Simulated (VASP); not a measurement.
TePb:

```
Pb Te
1.0
     0.00000    3.64149    3.64149
     3.64149    0.00000    3.64149
     3.64149    3.64149    0.00000
Pb Te
1 1
Direct
  0.00000 0.00000 0.00000
  0.25000 0.25000 0.25000
```

Base run:

| Property | Result |
| --- | --- |
| Program | VASP 6.6.1 |
| Functional | PBE |
| Potentials or basis | VASP PAW PBE potentials, release 64 (Pb_d, Te) |
| Cutoff | 520 eV |
| k mesh | 4 × 4 × 4 |
| Occupations | gaussian, width 0.01 eV |
| Spin | no spin polarisation |

Its results: band gap on the k mesh 0.59 eV, indirect (least direct gap 1.19 eV); pressure 0.5 GPa.

Q: The run is repeated on the same cell with these changes: functional from PBE to r2SCAN. What comes out?

A: Band gap on the k mesh 0.75 eV, indirect (least direct gap 1.37 eV); pressure -0.1 GPa.

r2SCAN gives the wider gap, since meta-GGAs in the generalised Kohn-Sham scheme recover part of the derivative discontinuity.

Caveats: spin-orbit coupling is left out, which moves the levels of the heavy elements; the PAW data sets were made with another functional, which shifts forces and pressure a little (some runs).

A k mesh can miss the band edges.
